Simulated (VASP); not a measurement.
A run of VASP 6.6.1 is set up as follows.

INCAR

```
PREC     = Accurate       # precision mode
ENCUT    = 520            # plane-wave cutoff, eV
EDIFF    = 1E-6           # SCF threshold, eV
ISMEAR   = -1             # smearing method
SIGMA    = 0.1            # smearing width, eV
LREAL    = False          # projectors in reciprocal space
LASPH    = True           # aspherical terms in the spheres
NELM     = 60             # most SCF steps
ALGO     = Normal         # electronic algorithm
ISIF     = 2              # what is computed and relaxed
LWAVE    = False          # write WAVECAR
LCHARG   = False          # write CHGCAR
NBANDS   = 18             # bands
```

KPOINTS

```
regular mesh
0
Gamma
  10 10 10
```

The input POSCAR:

```
Au
1.0
    0.0000000000      2.9764863653      2.9764863653
    2.9764863653      0.0000000000      2.9764863653
    2.9764863653      2.9764863653      0.0000000000
Au
2
Direct
    0.1250000000      0.1250000000      0.1250000000
    0.8750000000      0.8750000000      0.8750000000
```

Potentials or basis: VASP PAW LDA potentials, release 64 (Au).

Command:

```console
$ cat potpaw_LDA.64/Au/POTCAR > POTCAR
$ mpirun -np 1 vasp_std > vasp.out
```

**Question.** Predict the pressure.

**Answer.** 0.2 GPa.

**Question.** Predict the band gap on the k mesh.

**Answer.** Zero (bands 11 and 12 overlap by 0.65 eV).

Caveat: spin-orbit coupling is left out, which moves the levels of the heavy elements.
